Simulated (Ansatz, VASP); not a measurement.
## ZnS: VASP beside Ansatz

File INCAR:

```
SYSTEM = ZnS
PREC     = Accurate       ! precision mode
ENCUT    = 520            ! plane-wave cutoff, eV
EDIFF    = 1E-7           ! SCF threshold, eV
ISMEAR   = 0              ! smearing method
SIGMA    = 0.05           ! smearing width, eV
LREAL    = .False.        ! projectors in reciprocal space
LASPH    = .True.         ! aspherical terms in the spheres
NELM     = 60             ! most SCF steps
ALGO     = Normal         ! electronic algorithm
ISIF     = 2              ! what is computed and relaxed
LWAVE    = .False.        ! write WAVECAR
LCHARG   = .False.        ! write CHGCAR
GGA      = PE             ! functional
NBANDS   = 26             ! bands
```

File KPOINTS:

```
regular mesh
0
Gamma
  12 12 6
  0 0 0
```

Contents of POSCAR:

```
ZnS
1.0
    3.8109987816      0.0000000000      0.0000000000
   -1.9054993908      3.3004217586      0.0000000000
    0.0000000000      0.0000000000      5.7352800000
Zn S
2 2
Direct
    0.3333333333      0.6666666667      0.0000000000
    0.6666666667      0.3333333333      0.5000000000
    0.3333333333      0.6666666667      0.3850000000
    0.6666666667      0.3333333333      0.8850000000
```

Input for Ansatz:

```yaml
crystal:
  lattice:
    - [3.8109987816, 0.0, 0.0]
    - [-1.9054993908, 3.3004217586, 0.0]
    - [0.0, 0.0, 5.73528]
  atoms:
    - { symbol: Zn, position: [0.3333333333, 0.6666666667, 0.0] }
    - { symbol: Zn, position: [0.6666666667, 0.3333333333, 0.5] }
    - { symbol: S, position: [0.3333333333, 0.6666666667, 0.385] }
    - { symbol: S, position: [0.6666666667, 0.3333333333, 0.885] }
basis:
  ecutwfc: 420
kpoints:
  mp_grid: { grid: [12, 12, 6] }
hamiltonian:
  xc: pbe
scf:
  occupations: { method: gaussian, width: 0.05 }
output:
  forces: true
  stress: true
  eigenvalues: true
```

Change from the starting cell: strain +0.000 along x and y, -0.080 along z, atoms carried along.

Alike in both runs: task single point; functional PBE; k mesh 12 × 12 × 6; occupations gaussian, width 0.05 eV; no spin polarisation.

|  | VASP | Ansatz |
| --- | --- | --- |
| version | VASP 6.6.1 | Ansatz 0.2.0 |
| potentials or method | VASP PAW PBE potentials, release 64 (Zn, S), cutoff 520 eV | scalar-relativistic, plane waves, PAW |
| valence electrons in the cell | 36 | 36 |

```csv
,VASP,Ansatz,Ansatz less VASP
gap on the k mesh at the Fermi level (eV),2.37,2.37,-0.001
least direct gap on the mesh (eV),2.37,2.37,-0.001
pressure (GPa),10.7,10.5,-0.22
"traceless stress, the component that is largest in VASP (GPa)",8.65,8.63,-0.012
rms of the force components (eV/Å),0.288,0.285,-0.0025
```

Atom by atom the forces differ by 0.003 eV/Å (rms over components).
